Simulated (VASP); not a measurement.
Write the native input for VASP 6.6.1 that does the following.

```yaml
Task: single point
Functional: r2SCAN
Potentials_or_basis: VASP PAW PBE potentials, release 64 (Ba_sv, Ti_sv, O)
Cutoff: 520 eV
k_mesh: 7 × 7 × 7
Occupations: fermi-dirac, width 0.05 eV
Spin: no spin polarisation
Dipole_correction: no
Further_INCAR_settings: ALGO = Normal; EDIFF = 1e-07; NBANDS = 28
```

Crystal: BaTiO3.

```
Ba Ti O
1.0
     4.02629    0.00000    0.00000
     0.00000    4.02629    0.00000
     0.00000    0.00000    4.04461
Ba Ti O
1 1 3
Direct
  0.00000 0.00000 0.00000
  0.50000 0.50000 0.49000
  0.00000 0.50000 0.51700
  0.50000 0.00000 0.51700
  0.50000 0.50000 0.01900
```

These files were run (other wordings do the same):

POSCAR

```
BaTiO3
1.0
    4.0262895137      0.0000000000      0.0000000000
    0.0000000000      4.0262895137      0.0000000000
    0.0000000000      0.0000000000      4.0446100470
Ba Ti O
1 1 3
Direct
    0.0000000000      0.0000000000      0.0000000000
    0.5000000000      0.5000000000      0.4900000000
    0.0000000000      0.5000000000      0.5170000000
    0.5000000000      0.0000000000      0.5170000000
    0.5000000000      0.5000000000      0.0190000000
```

INCAR.step1

```
PREC     = Accurate       # precision mode
ENCUT    = 520            # plane-wave cutoff, eV
ISMEAR   = -1             # smearing method
SIGMA    = 0.05           # smearing width, eV
LREAL    = F              # projectors in reciprocal space
LASPH    = T              # aspherical terms in the spheres
NELM     = 80             # most SCF steps
NBANDS   = 28             # bands
GGA      = PE             # functional
ALGO     = Normal         # electronic algorithm
EDIFF    = 1E-4           # SCF threshold, eV
LWAVE    = T              # write WAVECAR
LCHARG   = F              # write CHGCAR
```

INCAR.step2

```
PREC     = Accurate       # precision mode
ENCUT    = 520            # plane-wave cutoff, eV
EDIFF    = 1E-7           # SCF threshold, eV
ISMEAR   = -1             # smearing method
SIGMA    = 0.05           # smearing width, eV
LREAL    = F              # projectors in reciprocal space
LASPH    = T              # aspherical terms in the spheres
NELM     = 80             # most SCF steps
ALGO     = Normal         # electronic algorithm
ISIF     = 2              # what is computed and relaxed
LWAVE    = F              # write WAVECAR
LCHARG   = T              # write CHGCAR
METAGGA  = R2SCAN         # meta-GGA
LMIXTAU  = T            
LELF     = T              # ELF
LVHAR    = T            
NBANDS   = 28             # bands
ISTART   = 1
```

KPOINTS

```
Automatic mesh
0
Gamma
  7 7 7
```

Potentials or basis: VASP PAW PBE potentials, release 64 (Ba_sv, Ti_sv, O).

Launch:

```bash
$ cat potpaw_PBE.64/Ba_sv/POTCAR potpaw_PBE.64/Ti_sv/POTCAR potpaw_PBE.64/O/POTCAR > POTCAR
$ cp INCAR.step1 INCAR
$ mpirun -np 1 vasp_std > vasp.out
$ cp INCAR.step2 INCAR
$ mpirun -np 1 vasp_std > vasp.out
```

Results of the run:

```json
{
 "Pressure": "-2.3 GPa",
 "Largest force": "0.426 eV/Å",
 "Band gap on the k mesh": "2.21 eV, indirect (least direct gap 2.42 eV)"
}
```

Caveat: the PAW data sets were made with another functional, which shifts forces and pressure a little; spin-orbit coupling is left out, which moves the levels of the heavy elements.

It took 3.4 min on 1 thread of Intel Xeon 6975P-C, with other jobs on the host, peak memory 0.22 GiB.
